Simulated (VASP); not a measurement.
# Na (P2_1/m) in VASP: further runs

The runs below take Na through single point, with PBEsol.

Program: VASP 6.6.1. These are calculated values, not measurements. Logs are shortened: lines on timing, memory, paths and dates and some standing lists are left out, and cuts for length are marked.

### 1 The cell of the first run

It takes space group P2_1/m (No. 11, monoclinic). The conventional cell has a = 3.388 Å, b = 6.776 Å, c = 3.388 Å, α = 90.00°, β = 90.00°, γ = 90.00°. Na (site symmetry m) has 14 Na at 3.39 to 4.79 Å within 4.8 Å.

### 2 Single point, PBEsol (atoms displaced along a vibrational mode)

The input, INCAR:

```
SYSTEM = Na
PREC = Accurate
ENCUT = 520
EDIFF = 1E-7
ISMEAR = 0
SIGMA = 0.15
LREAL = .False.
LASPH = .True.
NELM = 60
ALGO = Fast
ISIF = 2
LWAVE = .False.
LCHARG = .False.
GGA = PS
NBANDS = 14
```

The input, KPOINTS:

```
Automatic mesh
0
Gamma
  18 18 10
  0 0 0
```

The input, POSCAR:

```
Na
1.0
    3.3879506904      0.0000000000      0.0000000000
    0.0000000000      3.3879506904      0.0000000000
    0.0000000000      0.0000000000      6.7759013807
Na
2
Direct
   -0.0403633179     -0.0430774481      0.0000000000
    0.0403633179      0.0430774481      0.5000000000
```

Potentials or basis: VASP PAW PBE potentials, release 64 (Na_pv).

On the command line:

```
cat potpaw_PBE.64/Na_pv/POTCAR > POTCAR
mpirun -np 1 vasp_std > vasp.out
```

OUTCAR:

```text
SYSTEM = Na
   PREC = Accurate
   ENCUT = 520
   EDIFF = 1E-7
   ISMEAR = 0
   LREAL = .False.
   LASPH = .True.
   NELM = 60
   ISIF = 2
   GGA = PS

 ion  position               nearest neighbor table
   1  0.960  0.957  0.000-
   2  0.040  0.043  0.500-

  LATTYP: Found a simple tetragonal cell.
 ALAT       =     3.3879506904
 C/A-ratio  =     2.0000000000

  Lattice vectors:

 A1 = (   3.3879506904,   0.0000000000,   0.0000000000)
 A2 = (   0.0000000000,   3.3879506904,   0.0000000000)
 A3 = (   0.0000000000,   0.0000000000,   6.7759013807)

Analysis of symmetry for initial positions (statically):
=====================================================================
 Subroutine PRICEL returns:
 Original cell was already a primitive cell.

 Routine SETGRP: Setting up the symmetry group for a
 simple tetragonal supercell.

 Subroutine GETGRP returns: Found  4 space group operations
 (whereof  2 operations were pure point group operations)
 out of a pool of 16 trial point group operations.

The static configuration has the point symmetry C_1h.
 The point group associated with its full space group is C_2h.

Analysis of symmetry for dynamics (positions and initial velocities):
=====================================================================
 Subroutine PRICEL returns:
 Original cell was already a primitive cell.

 Routine SETGRP: Setting up the symmetry group for a
 simple tetragonal supercell.

 Subroutine GETGRP returns: Found  4 space group operations
 (whereof  2 operations were pure point group operations)
 out of a pool of 16 trial point group operations.

The dynamic configuration has the point symmetry C_1h.
 The point group associated with its full space group is C_2h.

 Subroutine INISYM returns: Found  4 space group operations
 (whereof  2 operations are pure point group operations),
 and found     1 'primitive' translations

----------------------------------------------------------------------------------------

                                     Primitive cell

  volume of cell :      77.7752

  direct lattice vectors                    reciprocal lattice vectors
     3.387950690  0.000000000  0.000000000     0.295163682  0.000000000  0.000000000
     0.000000000  3.387950690  0.000000000     0.000000000  0.295163682  0.000000000
     0.000000000  0.000000000  6.775901381     0.000000000  0.000000000  0.147581841

  length of vectors
     3.387950690  3.387950690  6.775901381     0.295163682  0.295163682  0.147581841

  position of ions in fractional coordinates (direct lattice)
     0.959636682  0.956922552  0.000000000
     0.040363318  0.043077448  0.500000000

  ion indices of the primitive-cell ions
   primitive index   ion index
                 1           1
                 2           2

----------------------------------------------------------------------------------------

 KPOINTS: Automatic mesh

Automatic generation of k-mesh.
 Grid dimensions read from file:
 generate k-points for:   18   18   10

 Generating k-lattice:

  Cartesian coordinates                     Fractional coordinates (reciprocal lattice)
     0.016397982  0.000000000  0.000000000     0.055555556  0.000000000  0.000000000
     0.000000000  0.016397982  0.000000000     0.000000000  0.055555556  0.000000000
     0.000000000  0.000000000  0.014758184     0.000000000  0.000000000  0.100000000

  Length of vectors
     0.016397982  0.016397982  0.014758184

  Shift w.r.t. Gamma in fractional coordinates (k-lattice)
     0.000000000  0.000000000  0.000000000

 Subroutine IBZKPT returns following result:
 ===========================================

 Found    984 irreducible k-points:

 Following reciprocal coordinates:
            Coordinates               Weight
  0.000000  0.000000  0.000000      1.000000
  0.055556  0.000000  0.000000      2.000000
  0.000000  0.055556  0.000000      2.000000
  0.111111  0.000000  0.000000      2.000000
  0.000000  0.111111  0.000000      2.000000
  0.166667  0.000000  0.000000      2.000000
[... 16 lines left out ...]
 -0.055556  0.111111  0.000000      2.000000
 -0.111111  0.055556  0.000000      2.000000
 [... further k-points ...]
   k-points           NKPTS =    984   k-points in BZ     NKDIM =    984   number of bands    NBANDS=     14
   number of dos      NEDOS =    301   number of ions     NIONS =      2
   total plane-waves  NPLWV =  39200
   dimension x,y,z NGX =    28 NGY =   28 NGZ =   50
   dimension x,y,z NGXF=    56 NGYF=   56 NGZF=  100
   ions per type =               2
   NGX,Y,Z   is equivalent  to a cutoff of  13.74, 13.74, 12.27 a.u.
   NGXF,Y,Z  is equivalent  to a cutoff of  27.48, 27.48, 24.53 a.u.
 SYSTEM =  Na
   PREC   = accura    normal or accurate (medium, high low for compatibility)
   ISTART =      0    job   : 0-new  1-cont  2-samecut
   ICHARG =      2    charge: 1-file 2-atom 10-const
   ISPIN  =      1    spin polarized calculation?
   LNONCOLLINEAR =      F non collinear calculations
   LSORBIT =      F    spin-orbit coupling
   LASPH  =      T    aspherical Exc in radial PAW
   ENCUT  =  520.0 eV  38.22 Ry    6.18 a.u.   6.30  6.30 12.60*2*pi/ulx,y,z
   NELM   =     60;   NELMIN=  2; NELMDL= -5     # of ELM steps
   EDIFF  = 0.1E-06   stopping-criterion for ELM
   LREAL  =      F    real-space projection
   EDIFFG = 0.1E-05   stopping-criterion for IOM
   NSW    =      0    number of steps for IOM
   IBRION =     -1    ionic relax: 0-MD 1-quasi-New 2-CG
   NFREE  =      0    steps in history (QN), initial steepest desc. (CG)
   ISIF   =      2    stress and relaxation
   ISYM   =      2    0-nonsym 1-usesym 2-fastsym
   POTIM  = 0.5000    time-step for ionic-motion
   TEBEG  =    0.0;   TEEND  =   0.0 temperature during run
   PSTRESS=    0.0 pullay stress
   NELECT =      14.0000    total number of electrons
   NUPDOWN=      -1.0000    fix difference up-down
   EMIN   =  10.00;   EMAX   =-10.00  energy-range for DOS
   EFERMI =   0.00;   METHOD = LEGACY
   ISMEAR =     0;   SIGMA  =   0.15  broadening in eV -4-tet -1-fermi 0-gaus
   EFERMI_NEDOS =   21; number of points for ismear=-14 and -15
   IALGO  =     68    algorithm
   IMIX   =      4    mixing-type and parameters
     AMIX     =   0.40;   BMIX     =  1.00
     AMIX_MAG =   1.60;   BMIX_MAG =  1.00
  volume/ion in A,a.u.               =      38.89       262.43
  Fermi-wavevector in a.u.,A,eV,Ry     =   0.924351  1.746771 11.625164  0.854425
  Thomas-Fermi vector in A             =   2.050088
   LORBIT       =      0    0 simple, 1 ext, 2 COOP (PROOUT), +10 PAW based schemes
   GGA     = PS    functional components
   LHFCALC =     F    Hartree Fock is set to
   AEXX    =    0.0000 exact exchange contribution
   IVDW    =     0    specifies the selected vdW correction
   LEPSILON=     F    determine dielectric tensor
   LRPA    =     F    only Hartree local field effects (RPA)
 non-spin polarized calculation
 RMM-DIIS sequential band-by-band and
 Gauss-broadening in eV      SIGMA  =   0.15
  energy-cutoff  :      520.00
  volume of cell :       77.78
 maximum number of plane-waves:      2120
 NGX is ok and might be reduce to    28
   NGX = 13   NGY = 13   NGZ = 25

 number of electron      13.9999980 magnetization

 Free energy of the ion-electron system (eV)
  ---------------------------------------------------
  ext. energy  EPLUGINS =         0.00000000
  ---------------------------------------------------
  free energy    TOTEN  =        -2.57304682 eV

  energy without entropy =       -2.56224942  energy(sigma->0) =       -2.56764812

 E-fermi :   0.1948     XC(G=0):  -6.3709

 val. band max:        0.1836776680   @ k =   0.3889   0.1667   0.5000
 cond. band min:       0.1950096575   @ k =   0.1111   0.1667  -0.1000
 fundamental gap:      0.0113319895
 Fermi energy:         0.1948278951

 k-point     1 :       0.0000    0.0000    0.0000
  band No.  band energies     occupation
      1     -24.8441      2.00000
      2     -24.7969      2.00000
      3     -24.7969      2.00000
      4     -24.7968      2.00000
      5     -24.7936      2.00000
      6     -24.7930      2.00000
      7      -2.9972      2.00000
      8       0.2101      0.88554
      9       0.3894      0.06664
     10       8.5157      0.00000
     11       8.5329      0.00000
     12       9.5975      0.00000
     13       9.8113      0.00000
     14       9.8684      0.00000

 k-point     2 :       0.0556    0.0000    0.0000
  band No.  band energies     occupation
      1     -24.8439      2.00000
      2     -24.7984      2.00000
      3     -24.7967      2.00000
      4     -24.7967      2.00000
      5     -24.7948      2.00000
      6     -24.7932      2.00000
      7      -2.9554      2.00000
      8       0.2477      0.61818
      9       0.4312      0.02582
     10       7.8962      0.00000
     11       8.5603      0.00000
     12       9.6834      0.00000
     13       9.8447      0.00000
     14      10.1811      0.00000

 k-point     3 :       0.0000    0.0556    0.0000
  band No.  band energies     occupation
      1     -24.8439      2.00000
      2     -24.7984      2.00000
      3     -24.7967      2.00000
      4     -24.7967      2.00000
      5     -24.7949      2.00000
      6     -24.7931      2.00000
      7      -2.9554      2.00000
      8       0.2477      0.61819
      9       0.4312      0.02583
     10       7.8984      0.00000
     11       8.5561      0.00000
     12       9.6939      0.00000
     13       9.8446      0.00000
     14      10.1649      0.00000

 k-point     4 :       0.1111    0.0000    0.0000
  band No.  band energies     occupation
      1     -24.8433      2.00000
      2     -24.8029      2.00000
      3     -24.7990      2.00000
      4     -24.7964      2.00000
      5     -24.7963      2.00000
      6     -24.7929      2.00000
      7      -2.8302      2.00000
      8       0.3605      0.11823
      9       0.5565      0.00065
     10       6.8555      0.00000
     11       8.6729      0.00000
     12       9.5246      0.00000
     13       9.9311      0.00000
     14      10.0157      0.00000

 k-point     5 :       0.0000    0.1111    0.0000
  band No.  band energies     occupation
      1     -24.8433      2.00000
      2     -24.8029      2.00000
      3     -24.7991      2.00000
      4     -24.7964      2.00000
      5     -24.7963      2.00000
      6     -24.7928      2.00000
      7      -2.8302      2.00000
      8       0.3605      0.11824
      9       0.5564      0.00065
     10       6.8569      0.00000
     11       8.6685      0.00000
[... 276 lines left out ...]
 k-point    22 :       0.1111    0.0556    0.0000
  band No.  band energies     occupation
      1     -24.8431      2.00000
      2     -24.8027      2.00000
      3     -24.7989      2.00000
      4     -24.7979      2.00000
      5     -24.7962      2.00000
      6     -24.7943      2.00000
      7      -2.7885      2.00000
      8       0.3982      0.05525
      9       0.5981      0.00014
     10       6.8595      0.00000
     11       8.1624      0.00000
     12       9.6326      0.00000
     13       9.9654      0.00000
     14      10.0235      0.00000

 k-point    23 :      -0.0556    0.1111    0.0000
  band No.  band energies     occupation
      1     -24.8431      2.00000
      2     -24.8027      2.00000
      3     -24.7989      2.00000
      4     -24.7979      2.00000
      5     -24.7962      2.00000
      6     -24.7943      2.00000
      7      -2.7885      2.00000
      8       0.3981      0.05525
      9       0.5981      0.00014
     10       6.8744      0.00000
     11       8.1159      0.00000
     12       9.5012      0.00000
     13       9.9637      0.00000
     14      10.0495      0.00000

 k-point    24 :      -0.1111    0.0556    0.0000
  band No.  band energies     occupation
      1     -24.8431      2.00000
      2     -24.8027      2.00000
      3     -24.7989      2.00000
      4     -24.7979      2.00000
      5     -24.7962      2.00000
      6     -24.7943      2.00000
      7      -2.7885      2.00000
      8       0.3981      0.05525
      9       0.5981      0.00014
     10       6.8730      0.00000
     11       8.1179      0.00000
     12       9.4991      0.00000
     13       9.9651      0.00000
     14      10.0477      0.00000

 [... further k-points ...]

------------------------ aborting loop because EDIFF is reached ----------------------------------------

  FORCE on cell =-STRESS in cart. coord.  units (eV):
  Direction    XX          YY          ZZ          XY          YZ          ZX
  --------------------------------------------------------------------------------------
  -------------------------------------------------------------------------------------
  Total        0.0134969      0.0163748     -0.0752372      0.0050089      0.0000000      0.0000000
  in kB        0.2780370      0.3373224     -1.5498948      0.1031840      0.0000000      0.0000000
  external PRESSURE =      -0.3115118 kB  Pullay stress =       0.0000000 kB

 VOLUME and BASIS-vectors are now :
 -----------------------------------------------------------------------------
  energy-cutoff  :      520.00
  volume of cell :       77.78
      direct lattice vectors                 reciprocal lattice vectors
     3.387950690  0.000000000  0.000000000     0.295163682  0.000000000  0.000000000
     0.000000000  3.387950690  0.000000000     0.000000000  0.295163682  0.000000000
     0.000000000  0.000000000  6.775901381     0.000000000  0.000000000  0.147581841

 POSITION                                       TOTAL-FORCE (eV/Angst)
 -----------------------------------------------------------------------------------
      3.25120      3.24201      0.00000        -0.033216     -0.035854      0.000000
      0.13675      0.14594      3.38795         0.033216      0.035854      0.000000
 -----------------------------------------------------------------------------------
    total drift:                                0.000000      0.000000      0.000000

  FREE ENERGIE OF THE ION-ELECTRON SYSTEM (eV)
  ---------------------------------------------------
  free  energy   TOTEN  =        -2.5730468181 eV

  energy  without entropy=       -2.5622494156  energy(sigma->0) =       -2.56764812
```

Wall time 6.2 min (1 thread of Intel Xeon 6975P-C (Granite Rapids), shared host); peak memory 0.8 GiB.

Results:

```yaml
Free_energy: -2.5730 eV
Pressure: 0.0 GPa
Largest_force: 0.049 eV/Å
Band_gap_on_the_k_mesh: zero (bands 7 and 8 overlap by 6.07 eV)
```

Forces on the atoms (eV/Å):
```
Na  -0.033 -0.036  0.000
Na   0.033  0.036  0.000
```

Stress tensor (GPa, compression positive):
```
 0.03  0.01  0.00
 0.01  0.03  0.00
 0.00  0.00 -0.15
```

Caveat: the cell differs from its parent crystal (atoms displaced along a vibrational mode); the PAW data sets were made with another functional, which shifts forces and pressure a little.

### 3 Single point, PBEsol (atoms displaced along a vibrational mode)

The input, INCAR:

```
PREC = Accurate
ENCUT = 520
EDIFF = 1E-6
ISMEAR = 0
SIGMA = 0.15
LREAL = False
LASPH = True
NELM = 100
ALGO = Fast
ISIF = 2
LWAVE = False
LCHARG = False
GGA = PS
NBANDS = 14
```

The input, KPOINTS:

```
Automatic mesh
0
Gamma
  18 18 10
```

The input, POSCAR:

```
Na
1.0
    3.3879506904      0.0000000000      0.0000000000
    0.0000000000      3.3879506904      0.0000000000
    0.0000000000      0.0000000000      6.7759013807
Na
2
Direct
    0.0605449769      0.0646161721      0.0000000000
   -0.0605449769     -0.0646161721      0.5000000000
```

Potentials or basis: VASP PAW PBE potentials, release 64 (Na_pv).

On the command line:

```
cat potpaw_PBE.64/Na_pv/POTCAR > POTCAR
mpirun -np 1 vasp_std > vasp.out
```

Wall time 16 min (1 thread of Intel Xeon 8259CL, shared host); peak memory 0.81 GiB.

It converged, with:

| Quantity | Value |
| --- | --- |
| Free energy | -2.5850 eV |
| Pressure | -0.1 GPa |
| Largest force | 0.069 eV/Å |
| Band gap on the k mesh | zero (bands 7 and 8 overlap by 6.06 eV) |

Forces on the atoms (eV/Å):
```
Na   0.047  0.051  0.000
Na  -0.047 -0.051  0.000
```

Stress tensor (GPa, compression positive):
```
 0.04  0.02  0.00
 0.02  0.06  0.00
 0.00  0.00 -0.36
```

Levels at points of the mesh, in eV from the Fermi level:
```tsv
k point	band 3	band 4	band 5	band 6	band 7	band 8	band 9	band 10	band 11	band 12
(0.00, 0.00, 0.00)	-24.98	-24.98	-24.98	-24.98	-3.19	0.02	0.19	8.36	8.40	9.22
(0.50, 0.00, 0.00)	-25.02	-24.98	-24.98	-24.98	0.02	0.19	3.00	3.03	3.18	4.02
(0.00, 0.50, 0.00)	-25.02	-24.98	-24.98	-24.98	0.02	0.18	3.00	3.04	3.18	4.02
(0.50, 0.50, 0.00)	-25.02	-25.02	-25.01	-24.97	2.99	3.04	3.17	3.88	5.88	5.89
(0.00, 0.00, 0.50)	-24.98	-24.98	-24.98	-24.98	-2.35	-2.35	4.01	4.01	9.02	9.02
(0.50, 0.00, 0.50)	-25.00	-25.00	-24.98	-24.98	0.76	0.76	1.05	1.05	6.98	6.98
(0.00, 0.50, 0.50)	-25.00	-25.00	-24.98	-24.98	0.76	0.76	1.06	1.06	6.98	6.98
(0.50, 0.50, 0.50)	-25.02	-25.02	-24.99	-24.99	3.71	3.71	3.72	3.72	3.97	3.97
```

Caveat: the cell differs from its parent crystal (atoms displaced along a vibrational mode); the PAW data sets were made with another functional, which shifts forces and pressure a little.
